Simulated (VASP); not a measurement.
# V (Im-3m) in VASP: further runs, part 3 of 3

VASP 6.6.1.

### 4 Relaxation of cell and atoms, RPBE+D3(BJ), collinear spin, ferromagnetic start

This run uses another cell than the first one, of 13.89 Å³/atom.

File INCAR:

```
  PREC = Accurate
  ENCUT = 600
  EDIFF = 1E-7
  ISMEAR = -1
  SIGMA = 0.05
  LREAL = F
  LASPH = T
  NELM = 150
  ALGO = Normal
  ISIF = 3
  LWAVE = F
  LCHARG = F
  ISPIN = 2
  MAGMOM = 2
  LORBIT = 11
  LMAXMIX = 4
  GGA = RP
  IVDW = 12
  IBRION = 2
  NSW = 80
  EDIFFG = -0.01
```

File KPOINTS:

```
Automatic mesh
0
Gamma
  12 12 12
```

File POSCAR:

```
V
1.0
   -1.5143500000      1.5143500000      1.5143500000
    1.5143500000     -1.5143500000      1.5143500000
    1.5143500000      1.5143500000     -1.5143500000
V
1
Direct
    0.0000000000      0.0000000000      0.0000000000
```

Potentials or basis: VASP PAW PBE potentials, release 64 (V_sv).

Command:

```console
> cat potpaw_PBE.64/V_sv/POTCAR > POTCAR
> mpirun -np 1 vasp_std > vasp.out
```

OUTCAR:

```text
PREC = Accurate
   ENCUT = 600
   EDIFF = 1E-7
   ISMEAR = -1
   LREAL = F
   LASPH = T
   NELM = 150
   ISIF = 3
   ISPIN = 2
   LORBIT = 11
   GGA = RP
   IVDW = 12
   IBRION = 2
   NSW = 80
   EDIFFG = -0.01
 IVDW          = 12

 ion  position               nearest neighbor table
   1  0.000  0.000  0.000-

  LATTYP: Found a body centered cubic cell.
 ALAT       =     3.0287000000

  Lattice vectors:

 A1 = (  -1.5143500000,   1.5143500000,   1.5143500000)
 A2 = (   1.5143500000,  -1.5143500000,   1.5143500000)
 A3 = (   1.5143500000,   1.5143500000,  -1.5143500000)

Analysis of symmetry for initial positions (statically):
=====================================================================
 Subroutine PRICEL returns:
 Original cell was already a primitive cell.

 Routine SETGRP: Setting up the symmetry group for a
 body centered cubic supercell.

 Subroutine GETGRP returns: Found 48 space group operations
 (whereof 48 operations were pure point group operations)
 out of a pool of 48 trial point group operations.

The static configuration has the point symmetry O_h .

Analysis of symmetry for dynamics (positions and initial velocities):
=====================================================================
 Subroutine PRICEL returns:
 Original cell was already a primitive cell.

 Routine SETGRP: Setting up the symmetry group for a
 body centered cubic supercell.

 Subroutine GETGRP returns: Found 48 space group operations
 (whereof 48 operations were pure point group operations)
 out of a pool of 48 trial point group operations.

The dynamic configuration has the point symmetry O_h .

Analysis of structural, dynamic, and magnetic symmetry:
=====================================================================
 Subroutine PRICEL returns:
 Original cell was already a primitive cell.

 Routine SETGRP: Setting up the symmetry group for a
 body centered cubic supercell.

 Subroutine GETGRP returns: Found 48 space group operations
 (whereof 48 operations were pure point group operations)
 out of a pool of 48 trial point group operations.

The overall configuration has the point symmetry O_h .

 Subroutine INISYM returns: Found 48 space group operations
 (whereof 48 operations are pure point group operations),
 and found     1 'primitive' translations

----------------------------------------------------------------------------------------

                                     Primitive cell

  volume of cell :      13.8912

  direct lattice vectors                    reciprocal lattice vectors
    -1.514350000  1.514350000  1.514350000     0.000000000  0.330174662  0.330174662
     1.514350000 -1.514350000  1.514350000     0.330174662  0.000000000  0.330174662
     1.514350000  1.514350000 -1.514350000     0.330174662  0.330174662  0.000000000

  length of vectors
     2.622931140  2.622931140  2.622931140     0.466937486  0.466937486  0.466937486

  position of ions in fractional coordinates (direct lattice)
     0.000000000  0.000000000  0.000000000

  ion indices of the primitive-cell ions
   primitive index   ion index
                 1           1

----------------------------------------------------------------------------------------

 KPOINTS: Automatic mesh

Automatic generation of k-mesh.
 Grid dimensions read from file:
 generate k-points for:   12   12   12

 Generating k-lattice:

  Cartesian coordinates                     Fractional coordinates (reciprocal lattice)
     0.000000000  0.027514555  0.027514555     0.083333333  0.000000000  0.000000000
     0.027514555  0.000000000  0.027514555     0.000000000  0.083333333  0.000000000
     0.027514555  0.027514555  0.000000000     0.000000000  0.000000000  0.083333333

  Length of vectors
     0.038911457  0.038911457  0.038911457

  Shift w.r.t. Gamma in fractional coordinates (k-lattice)
     0.000000000  0.000000000  0.000000000

 Subroutine IBZKPT returns following result:
 ===========================================

 Found     72 irreducible k-points:

 Following reciprocal coordinates:
            Coordinates               Weight
  0.000000  0.000000  0.000000      1.000000
  0.083333  0.000000  0.000000     12.000000
  0.166667  0.000000  0.000000     12.000000
  0.250000  0.000000  0.000000     12.000000
  0.333333  0.000000  0.000000     12.000000
  0.416667  0.000000  0.000000     12.000000
[... 16 lines left out ...]
  0.333333  0.083333  0.083333     24.000000
  0.416667  0.083333  0.083333     12.000000
 [... further k-points ...]
   k-points           NKPTS =     72   k-points in BZ     NKDIM =     72   number of bands    NBANDS=     11
   number of dos      NEDOS =    301   number of ions     NIONS =      1
   total plane-waves  NPLWV =  13824
   dimension x,y,z NGX =    24 NGY =   24 NGZ =   24
   dimension x,y,z NGXF=    48 NGYF=   48 NGZF=   48
   ions per type =               1
   NGX,Y,Z   is equivalent  to a cutoff of  15.21, 15.21, 15.21 a.u.
   NGXF,Y,Z  is equivalent  to a cutoff of  30.42, 30.42, 30.42 a.u.
 SYSTEM =  unknown system
   PREC   = accura    normal or accurate (medium, high low for compatibility)
   ISTART =      0    job   : 0-new  1-cont  2-samecut
   ICHARG =      2    charge: 1-file 2-atom 10-const
   ISPIN  =      2    spin polarized calculation?
   LNONCOLLINEAR =      F non collinear calculations
   LSORBIT =      F    spin-orbit coupling
   LASPH  =      T    aspherical Exc in radial PAW
   ENCUT  =  600.0 eV  44.10 Ry    6.64 a.u.   5.24  5.24  5.24*2*pi/ulx,y,z
   NELM   =    150;   NELMIN=  2; NELMDL= -5     # of ELM steps
   EDIFF  = 0.1E-06   stopping-criterion for ELM
   LREAL  =      F    real-space projection
   EDIFFG = -.1E-01   stopping-criterion for IOM
   NSW    =     80    number of steps for IOM
   IBRION =      2    ionic relax: 0-MD 1-quasi-New 2-CG
   NFREE  =      1    steps in history (QN), initial steepest desc. (CG)
   ISIF   =      3    stress and relaxation
   ISYM   =      2    0-nonsym 1-usesym 2-fastsym
   POTIM  = 0.5000    time-step for ionic-motion
   TEBEG  =    0.0;   TEEND  =   0.0 temperature during run
   PSTRESS=    0.0 pullay stress
   NELECT =      13.0000    total number of electrons
   NUPDOWN=      -1.0000    fix difference up-down
   EMIN   =  10.00;   EMAX   =-10.00  energy-range for DOS
   EFERMI =   0.00;   METHOD = LEGACY
   ISMEAR =    -1;   SIGMA  =   0.05  broadening in eV -4-tet -1-fermi 0-gaus
   EFERMI_NEDOS =   21; number of points for ismear=-14 and -15
   IALGO  =     38    algorithm
   IMIX   =      4    mixing-type and parameters
     AMIX     =   0.40;   BMIX     =  1.00
     AMIX_MAG =   1.60;   BMIX_MAG =  1.00
  volume/ion in A,a.u.               =      13.89        93.74
  Fermi-wavevector in a.u.,A,eV,Ry     =   1.601313  3.026044 34.888125  2.564205
  Thomas-Fermi vector in A             =   2.698311
   LORBIT       =     11    0 simple, 1 ext, 2 COOP (PROOUT), +10 PAW based schemes
   GGA     = RP    functional components
   LHFCALC =     F    Hartree Fock is set to
   AEXX    =    0.0000 exact exchange contribution
   IVDW    =    12    specifies the selected vdW correction
   LEPSILON=     F    determine dielectric tensor
   LRPA    =     F    only Hartree local field effects (RPA)
 conjugate gradient relaxation of ions
 spin polarized calculation
  energy-cutoff  :      600.00
  volume of cell :       13.89
 maximum number of plane-waves:       476
 NGX is ok and might be reduce to    24
   NGX = 11   NGY = 11   NGZ = 11

--------------------------------------- Ionic step        1  -------------------------------------------

 number of electron      13.0000003 magnetization       0.0008426

 Free energy of the ion-electron system (eV)
  ---------------------------------------------------
  ext. energy  EPLUGINS =         0.00000000
  ---------------------------------------------------
  free energy    TOTEN  =        -8.51070685 eV

  energy without entropy =       -8.49291802  energy(sigma->0) =       -8.50181244

 E-fermi :   9.4346     XC(G=0): -12.6195

 val. band max:        9.4279632572   @ k =   0.2500   0.0000   0.0000
 cond. band min:       9.4388147742   @ k =  -0.4167   0.5000   0.1667
 fundamental gap:      0.0108515170
 Fermi energy:         9.4345840012

 spin component 1

 k-point     1 :       0.0000    0.0000    0.0000
  band No.  band energies     occupation
      1     -54.4566      1.00000
      2     -27.7356      1.00000
      3     -27.7356      1.00000
      4     -27.7356      1.00000
      5       2.9129      1.00000
      6       9.8519      0.00024
      7       9.8519      0.00024
      8       9.8519      0.00024
      9      11.7895      0.00000
     10      11.7895      0.00000
     11      29.6611      0.00000
[... 823 lines left out ...]
--------------------------------------- Ionic step        5  -------------------------------------------

 number of electron      13.0000003 magnetization       0.0000000

 number of electron      13.0000003 magnetization      -0.0000000

 Free energy of the ion-electron system (eV)
  ---------------------------------------------------
  ext. energy  EPLUGINS =         0.00000000
  ---------------------------------------------------
  free energy    TOTEN  =        -7.97270921 eV

  energy without entropy =       -7.96366957  energy(sigma->0) =       -7.96818939

 E-fermi :  12.9752     XC(G=0): -14.0773

 val. band max:       12.9529361890   @ k =  -0.1667   0.2500   0.0833
 cond. band min:      12.9873265252   @ k =  -0.3333   0.3333   0.0833
 fundamental gap:      0.0343903363
 Fermi energy:        12.9752497863

 spin component 1

 k-point     1 :       0.0000    0.0000    0.0000
  band No.  band energies     occupation
      1     -50.7045      1.00000
      2     -23.3997      1.00000
      3     -23.3997      1.00000
      4     -23.3997      1.00000
      5       6.0298      1.00000
      6      13.3917      0.00024
      7      13.3917      0.00024
      8      13.3917      0.00024
      9      16.0554      0.00000
     10      16.0554      0.00000
     11      35.2338      0.00000
[... 694 lines left out ...]
  FREE ENERGIE OF THE ION-ELECTRON SYSTEM (eV)
  ---------------------------------------------------
  free  energy   TOTEN  =       -12.8386887928 eV

  energy  without entropy=      -12.8296491482  energy(sigma->0) =      -12.83416897

 reached required accuracy - stopping structural energy minimisation

 total charge

# of ion       s       p       d       tot
------------------------------------------
    1        2.418   6.295   3.425  12.137

 magnetization (x)

# of ion       s       p       d       tot
------------------------------------------
    1       -0.000   0.000   0.000   0.000
```

OSZICAR:

```text
N       E                     dE             d eps       ncg     rms          rms(c)
DAV:   1     0.100155699405E+03    0.10016E+03   -0.78181E+03  3168   0.143E+03
DAV:   2    -0.775976244491E+01   -0.10792E+03   -0.10498E+03  3198   0.367E+02
[... 57 lines left out ...]
DAV:   3    -0.797273398792E+01    0.18439E-03   -0.36976E-04  3420   0.292E-01    0.161E-01
DAV:   4    -0.797271068709E+01    0.23301E-04   -0.95670E-05  3240   0.150E-01    0.100E-02
DAV:   5    -0.797271019140E+01    0.49568E-06   -0.21788E-06  3480   0.232E-02    0.395E-03
DAV:   6    -0.797270900910E+01    0.11823E-05   -0.23252E-07  3163   0.812E-03    0.405E-04
DAV:   7    -0.797270915535E+01   -0.14625E-06   -0.24109E-09  1596   0.758E-04    0.348E-04
DAV:   8    -0.797270921170E+01   -0.56345E-07   -0.30309E-10  1584   0.296E-04
   5 F= -.12838689E+02 E0= -.12834169E+02  d E =-.550673E+00  mag=     0.0000
```

CONTCAR:

```text
V
   1.00000000000000
    -1.3890309707657198    1.3890309707657198    1.3890309707657198
     1.3890309707657198   -1.3890309707657198    1.3890309707657198
     1.3890309707657198    1.3890309707657198   -1.3890309707657198
  V
     1
Direct
     0.0000000000000000    0.0000000000000000    0.0000000000000000

  0.00000000E+00  0.00000000E+00  0.00000000E+00
```

Run time: 4.3 min. Hardware: 1 thread of AMD EPYC 7R13, shared host; peak memory 0.15 GiB.

Results:

```
Free energy                                           : -12.8387 eV
Relaxed volume                                        : 10.72 Å³/atom
Relaxed cell                                          : a = 2.406 Å, b = 2.406 Å, c = 2.406 Å, α = 109.47°, β = 109.47°, γ = 109.47°
Space group after relaxing (to 0.1 Å)                 : Im-3m (No. 229)
Pressure after relaxing                               : 0.0 GPa
Net moment                                            : 0.00 μB per cell
Valence electrons inside the program's atomic spheres : V 12.14
Dispersion energy per atom                            : -4.866 eV
```

Final structure:
```xyz
1
Lattice="-1.3890 1.3890 1.3890 1.3890 -1.3890 1.3890 1.3890 1.3890 -1.3890" Properties=species:S:1:pos:R:3 pbc="T T T"
V     0.0000    0.0000    0.0000
```

Caveat: the volume moved by over 15 % at a fixed basis, so the end points are rough; the PAW data sets were made with another functional, which shifts forces and pressure a little.

### 5 The runs side by side

| task | level | cell | cutoff (eV) | gap on the mesh (eV) | pressure (GPa) | moment (μB) |
| --- | --- | --- | --- | --- | --- | --- |
| single point | RPBE+D3(BJ) | a = 2.403 Å, angles 109.5°, 1 atom | 520 | none | 1.1 | 0.00 |
| single point | RPBE | a = 2.623 Å, angles 109.5°, 1 atom | 520 | none | -1.0 | 0.00 |
| relaxation of cell and atoms | RPBE+D3(BJ) | relaxed from a = 2.623 Å, angles 109.5°, 1 atom | 600 | none | 0.0 | 0.00 |

Alike in all rows: potentials or basis VASP PAW PBE potentials, release 64 (V_sv); spin collinear, ferromagnetic start; k mesh 12 × 12 × 12; smearing fermi-dirac 0.05 eV.

Caveats: the PAW data sets were made with another functional, which shifts forces and pressure a little; the volume moved by over 15 % at a fixed basis, so the end points are rough (at least some runs).

Total energies depend on the potentials used, so only differences within one code and one set of settings carry meaning.
